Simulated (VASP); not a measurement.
Input of a VASP 6.6.1 run:

Contents of POSCAR:

```
NaHg2
1.0
    4.8911492071      0.0000000000      0.0000000000
   -2.4455746035      4.2358597047      0.0000000000
    0.0000000000      0.0000000000      3.1418509442
Na Hg
1 2
Direct
    0.0000000000      0.0000000000      0.0000000000
    0.3333333333      0.6666666667      0.5000000000
    0.6666666667      0.3333333333      0.5000000000
```

The input INCAR.step1:

```
PREC = Accurate
ENCUT = 520
ISMEAR = 1
SIGMA = 0.1
LREAL = F
LASPH = T
NELM = 60
NBANDS = 22
GGA = PE
ALGO = Normal
EDIFF = 1E-4
LWAVE = T
LCHARG = F
```

The input INCAR.step2:

```
PREC = Accurate
ENCUT = 520
EDIFF = 1E-6
ISMEAR = 1
SIGMA = 0.1
LREAL = F
LASPH = T
NELM = 60
ALGO = Normal
ISIF = 2
LWAVE = F
LCHARG = T
METAGGA = R2SCAN
LMIXTAU = T
LELF = T
LVHAR = T
NBANDS = 22
ISTART = 1
```

File KPOINTS:

```
Automatic mesh
0
Gamma
  7 7 9
```

Potentials or basis: VASP PAW PBE potentials, release 64 (Na_pv, Hg).

Command:

```console
$ cat potpaw_PBE.64/Na_pv/POTCAR potpaw_PBE.64/Hg/POTCAR > POTCAR
$ cp INCAR.step1 INCAR
$ mpirun -np 1 vasp_std > vasp.out
$ cp INCAR.step2 INCAR
$ mpirun -np 1 vasp_std > vasp.out
```

**Question.** What does it give for the pressure?

**Answer.** 4.9 GPa.

Stress tensor (GPa, compression positive):
```
5.62 0.00 0.00
0.00 5.62 0.00
0.00 0.00 3.48
```

Caveat: the PAW data sets were made with another functional, which shifts forces and pressure a little.
